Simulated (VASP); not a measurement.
Write the native input for VASP 6.6.1 that does the following.

```yaml
Task: relaxation of cell and atoms
Functional: LDA
Potentials_or_basis: VASP PAW LDA potentials, release 64 (Mg, S)
Cutoff: 600 eV
k_mesh: 6 × 6 × 4
Occupations: fermi-dirac, width 0.02 eV
Spin: no spin polarisation
Dipole_correction: no
Further_INCAR_settings: ALGO = Normal; EDIFF = 1e-06; IBRION = 2; EDIFFG = -0.005; NSW = 80; ISIF = 3
```

The structure of MgS lies in POSCAR:

```
MgS
1.0
    4.3189567271      0.0000000000      0.0000000000
   -2.1594783635      3.7403262436      0.0000000000
    0.0000000000      0.0000000000      5.3202916223
Mg S
2 2
Direct
    0.3333333333      0.6666666667      0.2500000000
    0.6666666667      0.3333333333      0.7500000000
    0.6666666667      0.3333333333      0.2500000000
    0.3333333333      0.6666666667      0.7500000000
```

These files were run (other wordings do the same):

INCAR

```
SYSTEM = MgS
  PREC = Accurate
  ENCUT = 600
  EDIFF = 1E-6
  ISMEAR = -1
  SIGMA = 0.02
  LREAL = .False.
  LASPH = .True.
  NELM = 100
  ALGO = Normal
  ISIF = 3
  LWAVE = .False.
  LCHARG = .False.
  GGA = CA
  IBRION = 2
  NSW = 80
  EDIFFG = -0.005
```

KPOINTS

```
Automatic mesh
0
Gamma
  6 6 4
  0 0 0
```

Potentials or basis: VASP PAW LDA potentials, release 64 (Mg, S).

Run with:

```bash
$ cat potpaw_LDA.64/Mg/POTCAR potpaw_LDA.64/S/POTCAR > POTCAR
$ mpirun -np 1 vasp_std > vasp.out
```

Results of the run:

| Item | Value |
| --- | --- |
| Relaxed volume | 20.21 Å³/atom |
| Relaxed cell | a = 4.240 Å, b = 4.240 Å, c = 5.193 Å, α = 90.00°, β = 90.00°, γ = 120.00° |
| Space group after relaxing (to 0.05 Å) | P6_3/mmc (No. 194) |
| Energy gained by relaxing | 15.1 meV/atom |
| Ionic steps | 7 |
| Pressure after relaxing | 0.0 GPa |
| Band gap on the k mesh | 2.86 eV, direct |

Run time: 42 s on 1 thread of Intel(R) Xeon(R) 6975P-C (Granite Rapids), with other jobs on the host, peak memory 0.21 GiB.
